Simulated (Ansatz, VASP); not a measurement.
Al in VASP and in Ansatz

```xyz
2
Lattice="2.7017 0.0000 0.0000 -1.3509 2.3398 0.0000 0.0000 0.0000 4.1800" Properties=species:S:1:pos:R:3 pbc="T T T"
Al    0.0000    1.5598    1.0450
Al    1.3509    0.7799    3.1350
```

Alike in both runs: task single point; functional r2SCAN; k mesh 6 × 6 × 4; occupations gaussian, width 0.1 eV; no spin polarisation.

|  | VASP | Ansatz |
| --- | --- | --- |
| version | VASP 6.6.1 | Ansatz 0.2.0 |
| potentials or method | VASP PAW PBE potentials, release 64 (Al), cutoff 520 eV | scalar-relativistic, plane waves, PAW |
| valence electrons in the cell | 6 | 6 |

VASP gave:

| Quantity | Value |
| --- | --- |
| gap on the k mesh at the Fermi level (eV) | none |
| pressure (GPa) | 26.5 |
| traceless stress, the component that is largest in VASP (GPa) | 4.71 |

Q: Which values does Ansatz return?

A: gap on the k mesh at the Fermi level (eV): none; pressure (GPa): 27.0; traceless stress, the component that is largest in VASP (GPa): 4.72.

VASP's potentials were made for PBE, not for r2SCAN. A gap of «none» marks a metal or a gap that the smearing closes.

The k mesh is coarse, so the values compare programs but aren't converged.
